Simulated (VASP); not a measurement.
Crystal: CaO.

```
CELL_PARAMETERS angstrom
0.00000 2.45070 2.45070
2.45070 0.00000 2.45070
2.45070 2.45070 0.00000
ATOMIC_POSITIONS crystal
Ca 0.00000 0.00000 0.00000
O 0.50000 0.50000 0.50000
```

Base run:

- Program: VASP 6.6.1
- Functional: b88 exchange, pbe correlation
- Potentials or basis: VASP PAW PBE potentials, release 64 (Ca_sv, O)
- Cutoff: 600 eV
- k mesh: 10 × 10 × 10
- Occupations: fermi-dirac, width 0.05 eV
- Spin: no spin polarisation

Its results: band gap on the k mesh 3.68 eV (least direct gap 4.06 eV); pressure -3.9 GPa.

The run is repeated on the same cell with these changes: functional from b88 exchange, pbe correlation to BLYP; cutoff from 600 eV to 520 eV. What comes out?

Band gap on the k mesh 3.73 eV (least direct gap 4.11 eV); pressure -1.4 GPa.

Caveats: the PAW data sets were made with another functional, which shifts forces and pressure a little; the cell stands under tension (at least some runs).

A k mesh can miss the band edges.
